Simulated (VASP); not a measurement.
# SnO in VASP: a series of runs

SnO is run at these levels: PBE+D3(BJ); tasks: single point.

Program: VASP 6.6.1. These are calculated values, not measurements. Logs are shortened: lines on timing, memory, paths and dates and some standing lists are left out, and cuts for length are marked.

### 1 The cell of the first run

The cell holds a slab with vacuum, 4 atoms: a = 3.667 Å, b = 3.667 Å, c = 30.633 Å, α = 90.00°, β = 90.00°, γ = 90.00°.

### 2 Single point, PBE+D3(BJ)

INCAR reads:

```
  ALGO = Normal
  DIPOL = 0.5 0.5 0.500
  EDIFF = 1E-6
  ENCUT = 520
  GGA = PE
  IDIPOL = 3
  ISIF = 2
  ISMEAR = 0
  IVDW = 12
  LASPH = T
  LCHARG = T
  LDIPOL = T
  LELF = T
  LREAL = F
  LVACPOTAV = T
  LVHAR = T
  LWAVE = F
  NBANDS = 28
  NELM = 60
  PREC = Accurate
  SIGMA = 0.02
```

KPOINTS reads:

```
k-points
0
Gamma
  6 6 1
```

POSCAR reads:

```
SnO
1.0
    3.6670000000      0.0000000000      0.0000000000
    0.0000000000      3.6670000000      0.0000000000
    0.0000000000      0.0000000000     30.6327602731
Sn O
2 2
Direct
    0.7500000000      0.2500000000      0.4627686180
    0.2500000000      0.7500000000      0.5372313820
    0.2500000000      0.2500000000      0.5000000000
    0.7500000000      0.7500000000      0.5000000000
```

Potentials or basis: VASP PAW PBE potentials, release 64 (Sn_d, O).

On the command line:

```sh
> cat potpaw_PBE.64/Sn_d/POTCAR potpaw_PBE.64/O/POTCAR > POTCAR
> mpirun -np 1 vasp_std > vasp.out
```

OUTCAR:

```text
EDIFF = 1E-6
   ENCUT = 520
   GGA = PE
   ISIF = 2
   ISMEAR = 0
   IVDW = 12
   LASPH = T
   LREAL = F
   NELM = 60
   PREC = Accurate
 IVDW          = 12

 ion  position               nearest neighbor table
   1  0.750  0.250  0.463-   3 2.16   4 2.16   4 2.16   3 2.16   2 3.45   2 3.45   2 3.45   2 3.45

   2  0.250  0.750  0.537-   3 2.16   4 2.16   3 2.16   4 2.16   1 3.45   1 3.45   1 3.45   1 3.45

   3  0.250  0.250  0.500-   1 2.16   2 2.16   2 2.16   1 2.16
   4  0.750  0.750  0.500-   1 2.16   2 2.16   1 2.16   2 2.16

  LATTYP: Found a simple tetragonal cell.
 ALAT       =     3.6670000000
 C/A-ratio  =     8.3536297445

  Lattice vectors:

 A1 = (   3.6670000000,   0.0000000000,   0.0000000000)
 A2 = (   0.0000000000,   3.6670000000,   0.0000000000)
 A3 = (   0.0000000000,   0.0000000000,  30.6327602731)

Analysis of symmetry for initial positions (statically):
=====================================================================
 Subroutine PRICEL returns:
 Original cell was already a primitive cell.

 Routine SETGRP: Setting up the symmetry group for a
 simple tetragonal supercell.

 Subroutine GETGRP returns: Found 16 space group operations
 (whereof  4 operations were pure point group operations)
 out of a pool of 16 trial point group operations.

The static configuration has the point symmetry C_2h.
 The point group associated with its full space group is D_4h.

Analysis of symmetry for dynamics (positions and initial velocities):
=====================================================================
 Subroutine PRICEL returns:
 Original cell was already a primitive cell.

 Routine SETGRP: Setting up the symmetry group for a
 simple tetragonal supercell.

 Subroutine GETGRP returns: Found 16 space group operations
 (whereof  4 operations were pure point group operations)
 out of a pool of 16 trial point group operations.

The dynamic configuration has the point symmetry C_2h.
 The point group associated with its full space group is D_4h.

 Subroutine INISYM returns: Found 16 space group operations
 (whereof  4 operations are pure point group operations),
 and found     1 'primitive' translations

----------------------------------------------------------------------------------------

                                     Primitive cell

  volume of cell :     411.9153

  direct lattice vectors                    reciprocal lattice vectors
     3.667000000  0.000000000  0.000000000     0.272702482  0.000000000  0.000000000
     0.000000000  3.667000000  0.000000000     0.000000000  0.272702482  0.000000000
     0.000000000  0.000000000 30.632760273     0.000000000  0.000000000  0.032644789

  length of vectors
     3.667000000  3.667000000 30.632760273     0.272702482  0.272702482  0.032644789

  position of ions in fractional coordinates (direct lattice)
     0.750000000  0.250000000  0.462768618
     0.250000000  0.750000000  0.537231382
     0.250000000  0.250000000  0.500000000
     0.750000000  0.750000000  0.500000000

  ion indices of the primitive-cell ions
   primitive index   ion index
                 1           1
                 2           2
                 3           3
                 4           4

----------------------------------------------------------------------------------------

 KPOINTS: k-points

Automatic generation of k-mesh.
 Grid dimensions read from file:
 generate k-points for:    6    6    1

 Generating k-lattice:

  Cartesian coordinates                     Fractional coordinates (reciprocal lattice)
     0.045450414  0.000000000  0.000000000     0.166666667  0.000000000  0.000000000
     0.000000000  0.045450414  0.000000000     0.000000000  0.166666667  0.000000000
     0.000000000  0.000000000  0.032644789     0.000000000  0.000000000  1.000000000

  Length of vectors
     0.045450414  0.045450414  0.032644789

  Shift w.r.t. Gamma in fractional coordinates (k-lattice)
     0.000000000  0.000000000  0.000000000

 Subroutine IBZKPT returns following result:
 ===========================================

 Found     10 irreducible k-points:

 Following reciprocal coordinates:
            Coordinates               Weight
  0.000000  0.000000  0.000000      1.000000
  0.166667  0.000000  0.000000      4.000000
  0.333333  0.000000  0.000000      4.000000
  0.500000  0.000000  0.000000      2.000000
  0.166667  0.166667  0.000000      4.000000
  0.333333  0.166667  0.000000      8.000000
  0.500000  0.166667  0.000000      4.000000
  0.333333  0.333333  0.000000      4.000000
  0.500000  0.333333  0.000000      4.000000
  0.500000  0.500000  0.000000      1.000000
   k-points           NKPTS =     10   k-points in BZ     NKDIM =     10   number of bands    NBANDS=     28
   number of dos      NEDOS =    301   number of ions     NIONS =      4
   total plane-waves  NPLWV = 188160
   dimension x,y,z NGX =    28 NGY =   28 NGZ =  240
   dimension x,y,z NGXF=    56 NGYF=   56 NGZF=  480
   ions per type =               2   2
   NGX,Y,Z   is equivalent  to a cutoff of  12.69, 12.69, 13.02 a.u.
   NGXF,Y,Z  is equivalent  to a cutoff of  25.39, 25.39, 26.05 a.u.
 SYSTEM =  unknown system
   PREC   = accura    normal or accurate (medium, high low for compatibility)
   ISTART =      0    job   : 0-new  1-cont  2-samecut
   ICHARG =      2    charge: 1-file 2-atom 10-const
   ISPIN  =      1    spin polarized calculation?
   LNONCOLLINEAR =      F non collinear calculations
   LSORBIT =      F    spin-orbit coupling
   LASPH  =      T    aspherical Exc in radial PAW
   ENCUT  =  520.0 eV  38.22 Ry    6.18 a.u.   6.82  6.82 56.96*2*pi/ulx,y,z
   NELM   =     60;   NELMIN=  2; NELMDL= -5     # of ELM steps
   EDIFF  = 0.1E-05   stopping-criterion for ELM
   LREAL  =      F    real-space projection
   EDIFFG = 0.1E-04   stopping-criterion for IOM
   NSW    =      0    number of steps for IOM
   IBRION =     -1    ionic relax: 0-MD 1-quasi-New 2-CG
   NFREE  =      0    steps in history (QN), initial steepest desc. (CG)
   ISIF   =      2    stress and relaxation
   ISYM   =      2    0-nonsym 1-usesym 2-fastsym
   POTIM  = 0.5000    time-step for ionic-motion
   TEBEG  =    0.0;   TEEND  =   0.0 temperature during run
   PSTRESS=    0.0 pullay stress
   NELECT =      40.0000    total number of electrons
   NUPDOWN=      -1.0000    fix difference up-down
   EMIN   =  10.00;   EMAX   =-10.00  energy-range for DOS
   EFERMI =   0.00;   METHOD = LEGACY
   ISMEAR =     0;   SIGMA  =   0.02  broadening in eV -4-tet -1-fermi 0-gaus
   EFERMI_NEDOS =   21; number of points for ismear=-14 and -15
   IALGO  =     38    algorithm
   IMIX   =      4    mixing-type and parameters
     AMIX     =   0.40;   BMIX     =  1.00
     AMIX_MAG =   1.60;   BMIX_MAG =  1.00
  volume/ion in A,a.u.               =     102.98       694.94
  Fermi-wavevector in a.u.,A,eV,Ry     =   0.752475  1.421972  7.703876  0.566219
  Thomas-Fermi vector in A             =   1.849694
   LORBIT       =      0    0 simple, 1 ext, 2 COOP (PROOUT), +10 PAW based schemes
   GGA     = PE    functional components
   LHFCALC =     F    Hartree Fock is set to
   AEXX    =    0.0000 exact exchange contribution
   IVDW    =    12    specifies the selected vdW correction
   LEPSILON=     F    determine dielectric tensor
   LRPA    =     F    only Hartree local field effects (RPA)
 non-spin polarized calculation
 Gauss-broadening in eV      SIGMA  =   0.02
  energy-cutoff  :      520.00
  volume of cell :      411.92
 maximum number of plane-waves:     11164
 NGX is ok and might be reduce to    28
   NGX = 13   NGY = 13   NGZ =113

 number of electron      39.9999990 magnetization

 dipolmoment           0.000000      0.000000      0.000000 electrons x Angstroem

 Free energy of the ion-electron system (eV)
  ---------------------------------------------------
  ext. energy  EPLUGINS =         0.00000000
  ---------------------------------------------------
  free energy    TOTEN  =       -22.20583032 eV

  energy without entropy =      -22.20583032  energy(sigma->0) =      -22.20583032

 E-fermi :  -3.4954     XC(G=0):  -2.1699

 val. band max:       -3.6605357247   @ k =   0.1667   0.1667   0.0000
 cond. band min:      -0.4502977459   @ k =   0.3333   0.3333   0.0000
 fundamental gap:      3.2102379788
 Fermi energy:        -3.4953701296

 k-point     1 :       0.0000    0.0000    0.0000
  band No.  band energies     occupation
      1     -24.5847      2.00000
      2     -23.9573      2.00000
      3     -23.9099      2.00000
      4     -23.9099      2.00000
      5     -23.8602      2.00000
      6     -23.8528      2.00000
[... 20 lines left out ...]
     27       2.3331      0.00000
     28       2.3754      0.00000

 k-point     2 :       0.1667    0.0000    0.0000
  band No.  band energies     occupation
      1     -24.5765      2.00000
      2     -24.1096      2.00000
      3     -23.9293      2.00000
      4     -23.9102      2.00000
      5     -23.9064      2.00000
      6     -23.8647      2.00000
[... 20 lines left out ...]
     27       2.6189      0.00000
     28       2.6786      0.00000

 k-point     3 :       0.3333    0.0000    0.0000
  band No.  band energies     occupation
      1     -24.5528      2.00000
      2     -24.3534      2.00000
      3     -23.9103      2.00000
      4     -23.8948      2.00000
      5     -23.8922      2.00000
      6     -23.8879      2.00000
[... 20 lines left out ...]
     27       3.4014      0.00000
     28       3.5094      0.00000

 k-point     4 :       0.5000    0.0000    0.0000
  band No.  band energies     occupation
      1     -24.4925      2.00000
      2     -24.4925      2.00000
      3     -23.9048      2.00000
      4     -23.9048      2.00000
      5     -23.8834      2.00000
      6     -23.8834      2.00000
[... 20 lines left out ...]
     27       4.3404      0.00000
     28       4.3404      0.00000

 k-point     5 :       0.1667    0.1667    0.0000
  band No.  band energies     occupation
      1     -24.5711      2.00000
      2     -24.2175      2.00000
      3     -23.9297      2.00000
      4     -23.9100      2.00000
      5     -23.9008      2.00000
      6     -23.8597      2.00000
[... 20 lines left out ...]
     27       2.6579      0.00000
     28       2.8771      0.00000

 k-point     6 :       0.3333    0.1667    0.0000
  band No.  band energies     occupation
      1     -24.5555      2.00000
      2     -24.3945      2.00000
      3     -23.9049      2.00000
      4     -23.9002      2.00000
      5     -23.8901      2.00000
      6     -23.8724      2.00000
[... 20 lines left out ...]
     27       3.4971      0.00000
     28       3.6040      0.00000

 k-point     7 :       0.5000    0.1667    0.0000
  band No.  band energies     occupation
      1     -24.5084      2.00000
      2     -24.5084      2.00000
      3     -23.9003      2.00000
      4     -23.9003      2.00000
      5     -23.8770      2.00000
      6     -23.8770      2.00000
[... 20 lines left out ...]
     27       4.6874      0.00000
     28       4.6874      0.00000

 k-point     8 :       0.3333    0.3333    0.0000
  band No.  band energies     occupation
      1     -24.5616      2.00000
      2     -24.4825      2.00000
      3     -23.8921      2.00000
      4     -23.8805      2.00000
      5     -23.8778      2.00000
      6     -23.8721      2.00000
[... 20 lines left out ...]
     27       4.4234      0.00000
     28       4.4257      0.00000

 k-point     9 :       0.5000    0.3333    0.0000
  band No.  band energies     occupation
      1     -24.5460      2.00000
      2     -24.5460      2.00000
      3     -23.8905      2.00000
      4     -23.8905      2.00000
      5     -23.8595      2.00000
      6     -23.8595      2.00000
[... 20 lines left out ...]
     27       4.2356      0.00000
     28       4.2356      0.00000

 k-point    10 :       0.5000    0.5000    0.0000
  band No.  band energies     occupation
      1     -24.5666      2.00000
      2     -24.5666      2.00000
      3     -23.8935      2.00000
      4     -23.8935      2.00000
      5     -23.8417      2.00000
      6     -23.8417      2.00000
[... 20 lines left out ...]
     27       4.6521      0.00000
     28       4.6521      0.00000

------------------------ aborting loop because EDIFF is reached ----------------------------------------

 Edisp (eV)   -0.60145

 E8    (eV) :    -0.2719

  FORCE on cell =-STRESS in cart. coord.  units (eV):
  Direction    XX          YY          ZZ          XY          YZ          ZX
  --------------------------------------------------------------------------------------
  -------------------------------------------------------------------------------------
  Total       5.74376     5.74376     4.70518     0.00000    -0.00000    -0.00000
  in kB      22.34083    22.34083    18.30118     0.00000    -0.00000    -0.00000
  external pressure =       20.99 kB  Pullay stress =        0.00 kB

 VOLUME and BASIS-vectors are now :
 -----------------------------------------------------------------------------
  energy-cutoff  :      520.00
  volume of cell :      411.92
      direct lattice vectors                 reciprocal lattice vectors
     3.667000000  0.000000000  0.000000000     0.272702482  0.000000000  0.000000000
     0.000000000  3.667000000  0.000000000     0.000000000  0.272702482  0.000000000
     0.000000000  0.000000000 30.632760273     0.000000000  0.000000000  0.032644789

 POSITION                                       TOTAL-FORCE (eV/Angst)
 -----------------------------------------------------------------------------------
      2.75025      0.91675     14.17588         0.000000      0.000000     -2.092444
      0.91675      2.75025     16.45688        -0.000000     -0.000000      2.092444
      0.91675      0.91675     15.31638        -0.000000     -0.000000      0.000000
      2.75025      2.75025     15.31638        -0.000000     -0.000000      0.000000
 -----------------------------------------------------------------------------------
    total drift:                                0.000000     -0.000000     -0.000000

  FREE ENERGIE OF THE ION-ELECTRON SYSTEM (eV)
  ---------------------------------------------------
  free  energy   TOTEN  =       -22.8072769220 eV

  energy  without entropy=      -22.8072769220  energy(sigma->0) =      -22.80727692

 vacuum level on the upper side and lower side of the slab         1.999         1.999
```

Wall time 4.1 min (1 thread of AMD EPYC 7R13 (Zen 3), shared host); peak memory 0.43 GiB.

What came out:

```
Free energy                : -22.8073 eV
Largest force              : 2.092 eV/Å
Band gap on the k mesh     : 3.21 eV, indirect (least direct gap 3.27 eV)
Dispersion energy per atom : -0.150 eV
```

Forces on the atoms (eV/Å):
```
Sn   0.000  0.000 -2.092
Sn   0.000  0.000  2.092
O    0.000  0.000  0.000
O    0.000  0.000  0.000
```

Caveat: spin-orbit coupling is left out, which moves the levels of the heavy elements.

[end of part 1 of 2]
